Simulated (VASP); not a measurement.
MoS2: relaxation of shape and atoms at fixed volume with PBEsol

MoS2:

```
Mo S
1.0
     3.10945    0.00000    0.00000
    -1.55473    2.69287    0.00000
     0.00000    0.00000    6.06284
Mo S
1 2
Direct
  0.00000 0.00000 0.50000
  0.33333 0.66667 0.24106
  0.66667 0.33333 0.75894
```

```
Program                : VASP 6.6.1
Task                   : relaxation of shape and atoms at fixed volume
Functional             : PBEsol
Potentials or basis    : VASP PAW PBE potentials, release 64 (Mo_sv, S)
Cutoff                 : 600 eV
k mesh                 : 18 × 18 × 8
Occupations            : gaussian, width 0.1 eV
Spin                   : no spin polarisation
Dipole correction      : no
Further INCAR settings : ALGO = Normal; EDIFF = 1e-07; IBRION = 2; EDIFFG = -0.01; NSW = 50; ISIF = 4
```

```yaml
Energy_gained_by_relaxing: 6.6 meV/atom
Ionic_steps: 8
Pressure_after_relaxing: 0.9 GPa
Band_gap_on_the_k_mesh: zero (bands 13 and 14 overlap by 1.15 eV)
```

Step by step:
| step | energy change (eV) | largest force (eV/Å) | pressure (GPa) | volume (Å³) |
| --- | --- | --- | --- | --- |
| 1 | 0.0000 | 0.5179 | 4.98 | 50.77 |
| 2 | -0.0137 | 0.0436 | 2.25 | 50.77 |
| 3 | -0.0138 | 0.0266 | 2.16 | 50.77 |
| 4 | -0.0159 | 0.0258 | 1.92 | 50.77 |
| 5 | -0.0196 | 0.0176 | 1.21 | 50.77 |
| 6 | -0.0199 | 0.0128 | 0.94 | 50.77 |
| 7 | -0.0199 | 0.0110 | 0.81 | 50.77 |
| 8 | -0.0199 | 0.0004 | 0.87 | 50.77 |

Final structure:
```
CELL_PARAMETERS angstrom
3.14352 0.00000 0.00000
-1.57176 2.72237 0.00000
0.00000 0.00000 5.93214
ATOMIC_POSITIONS crystal
Mo 0.00000 0.00000 0.50000
S 0.33333 0.66667 0.23364
S 0.66667 0.33333 0.76636
```

Levels at points of the mesh, in eV from the Fermi level:
| k point | band 9 | band 10 | band 11 | band 12 | band 13 | band 14 | band 15 | band 16 | band 17 |
| --- | --- | --- | --- | --- | --- | --- | --- | --- | --- |
| (0.00, 0.00, 0.00) | -3.91 | -1.61 | -1.48 | -0.91 | -0.91 | -0.07 | -0.07 | 3.09 | 3.09 |
| (0.50, 0.00, 0.00) | -5.05 | -4.06 | -3.59 | -1.89 | -1.81 | 1.25 | 1.79 | 3.72 | 3.82 |
| (0.00, 0.00, 0.50) | -3.89 | -3.89 | -0.93 | -0.93 | -0.25 | -0.25 | -0.04 | 3.48 | 3.48 |
| (0.50, 0.00, 0.50) | -5.09 | -4.19 | -2.59 | -2.20 | -1.41 | 1.24 | 1.97 | 3.09 | 4.15 |

Run time: 31 min on 1 thread of Intel Xeon 8259CL, on a shared host, peak memory 0.41 GiB.

Caveat: the PAW data sets were made with another functional, which shifts forces and pressure a little.
